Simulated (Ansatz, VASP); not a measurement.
One calculation of Ru, two programs

```xyz
1
Lattice="0.0000 1.8400 1.9878 1.8400 0.0000 1.9878 1.8400 1.8400 0.0000" Properties=species:S:1:pos:R:3 pbc="T T T"
Ru    0.0000    0.0000    0.0000
```

Alike in both runs: task single point; functional PBE; k mesh 22 × 22 × 22; occupations gaussian, width 0.15 eV; no spin polarisation.

```csv
,VASP,Ansatz
version,VASP 6.6.1,Ansatz 0.2.0
potentials or method,"VASP PAW PBE potentials, release 64 (Ru_pv), cutoff 520 eV","scalar-relativistic, plane waves, PAW"
valence electrons in the cell,14,16
```

|  | VASP | Ansatz | Ansatz less VASP |
| --- | --- | --- | --- |
| gap on the k mesh at the Fermi level (eV) | none | none | - |
| pressure (GPa) | 9.8 | 9.9 | +0.07 |
| traceless stress, the component that is largest in VASP (GPa) | -15.05 | -15.06 | -0.014 |

A gap of «none» marks a metal or a gap that the smearing closes. VASP's potentials hold 14 valence electrons a cell and Ansatz's 16, so a difference there can come from the potentials and not from the codes.
